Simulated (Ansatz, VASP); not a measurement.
**Al2Ru in VASP and in Ansatz**

```
Al Ru
1.0
     0.00000    3.98984    4.39153
     2.35247    0.00000    4.39153
     2.35247    3.98984    0.00000
Al Ru
4 2
Cartesian
  1.1762 0.6309 2.1958
  1.1762 3.3590 2.1958
  2.3525 1.3640 4.3915
  2.3525 6.6156 4.3915
  3.5287 5.9848 6.5873
  2.3525 3.9898 4.3915
```

Alike in both runs: task single point; functional r2SCAN; k mesh 6 × 6 × 6; occupations gaussian, width 0.01 eV; no spin polarisation.

|  | VASP | Ansatz |
| --- | --- | --- |
| version | VASP 6.6.1 | Ansatz 0.2.0 |
| potentials or method | VASP PAW PBE potentials, release 64 (Al, Ru_pv), cutoff 520 eV | scalar-relativistic, plane waves, PAW |
| valence electrons in the cell | 40 | 44 |

```csv
,VASP,Ansatz,Ansatz less VASP
gap on the k mesh at the Fermi level (eV),0.17,0.17,-0.006
least direct gap on the mesh (eV),1.37,1.37,+0.003
pressure (GPa),-0.1,0.0,+0.11
```

VASP's potentials were made for PBE, not for r2SCAN. With one functional, cell and mesh, what is left measures potentials, basis and numerics. VASP's potentials hold 40 valence electrons a cell and Ansatz's 44, so a difference there can come from the potentials and not from the codes.
